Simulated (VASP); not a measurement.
GaN, 4 atoms in the cell. It takes space group P6_3mc (No. 186, hexagonal). The conventional cell has a = 3.244 Å, b = 3.244 Å, c = 5.283 Å, α = 90.00°, β = 90.00°, γ = 120.00°. Within 2.6 Å of Ga (site symmetry 3m) lie 4 N at 1.98 to 1.99 Å. N (site symmetry 3m) has 4 Ga at 1.98 to 1.99 Å within 2.6 Å. 

* Program: VASP 6.6.1
* Task: single point
* Functional: RPBE
* Potentials or basis: VASP PAW PBE potentials, release 64 (Ga_d, N)
* Cutoff: 520 eV
* k mesh: 12 × 12 × 4
* Occupations: gaussian, width 0.01 eV
* Spin: no spin polarisation
* Dipole correction: no
* Further INCAR settings: ALGO = Normal; EDIFF = 1e-07; NBANDS = 26

Potentials or basis: VASP PAW PBE potentials, release 64 (Ga_d, N).

Command:

```sh
$ cat potpaw_PBE.64/Ga_d/POTCAR potpaw_PBE.64/N/POTCAR > POTCAR
$ mpirun -np 1 vasp_std > vasp.out
```

Hardware: 1 thread of AMD EPYC 7R43 64-Core Processor (Zen 3), with other jobs on the host.

**Question.** Estimate the wall time of this run.

**Answer.** It took 77 s on 1 thread of AMD EPYC 7R43 64-Core Processor (Zen 3), on a shared host, peak memory 0.16 GiB. Counts: scf iterations 18, k points 57.
